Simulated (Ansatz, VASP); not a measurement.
## BN: VASP beside Ansatz

Contents of POSCAR:

```
BN
1.0
    0.0000000000      1.8048245554      1.8048245554
    1.8048245554      0.0000000000      1.8048245554
    1.8048245554      1.8048245554      0.0000000000
B N
1 1
Direct
    0.0000000000      0.0000000000      0.0000000000
    0.2500000000      0.2500000000      0.2500000000
```

File INCAR.step1:

```
SYSTEM = BN
ALGO = Normal
EDIFF = 1E-5
ENCUT = 520
GGA = PE
ISIF = 2
ISMEAR = 0
LASPH = .TRUE.
LCHARG = .FALSE.
LREAL = .FALSE.
LWAVE = .TRUE.
NBANDS = 11
NELM = 80
PREC = Accurate
SIGMA = 0.01
```

INCAR.step2

```
SYSTEM = BN
AEXX = 1.0
AGGAC = 0.0
ALDAC = 0.0
ALGO = Normal
EDIFF = 1E-6
ENCUT = 520
GGA = PE
ISIF = 2
ISMEAR = 0
ISTART = 1
LASPH = .TRUE.
LCHARG = .FALSE.
LHFCALC = .TRUE.
LREAL = .FALSE.
LWAVE = .FALSE.
NBANDS = 11
NELM = 80
PREC = Accurate
PRECFOCK = Normal
SIGMA = 0.01
```

Contents of KPOINTS:

```
k-points
0
G
  8 8 8
  0 0 0
```

Input for Ansatz:

```yaml
crystal:
  lattice:
    - [0.0, 1.8048245554, 1.8048245554]
    - [1.8048245554, 0.0, 1.8048245554]
    - [1.8048245554, 1.8048245554, 0.0]
  atoms:
    - { symbol: B, position: [0.0, 0.0, 0.0] }
    - { symbol: "N", position: [0.25, 0.25, 0.25] }
kpoints:
  mp_grid: { grid: [8, 8, 8] }
  band_path:
    path:
      - [0.0, 0.0, 0.0]
      - [-0.5, -0.5, 0.0]
      - [-0.375, -0.375, 0.25]
      - [-0.375, 0.0, 0.375]
      - [0.0, 0.0, 0.5]
      - [-0.5, -0.25, 0.25]
    npoints: 1
hamiltonian:
  xc: hf
scf:
  occupations: { method: fixed }
  n_extra_bands: 4
output:
  forces: true
  stress: true
  eigenvalues: true
```

Alike in both runs: task single point; functional HF; k mesh 8 × 8 × 8; no spin polarisation.

```csv
,VASP,Ansatz
version,VASP 6.6.1,Ansatz 0.2.0
potentials or method,"VASP PAW PBE potentials, release 64 (B, N)","plane waves, PAW"
plane-wave cutoff (eV),520,420
occupations,"gaussian, width 0.01 eV",fixed
valence electrons in the cell,8,8
```

VASP gave:

* gap on the k mesh at the Fermi level (eV): 13.75
* pressure (GPa): -3.4

What did Ansatz give for the same quantities?

gap on the k mesh at the Fermi level (eV): 13.73; pressure (GPa): -3.7.

VASP's potentials were made for PBE, not for HF. Ansatz's warnings: stress exchange threshold loose, stress scf threshold loose.
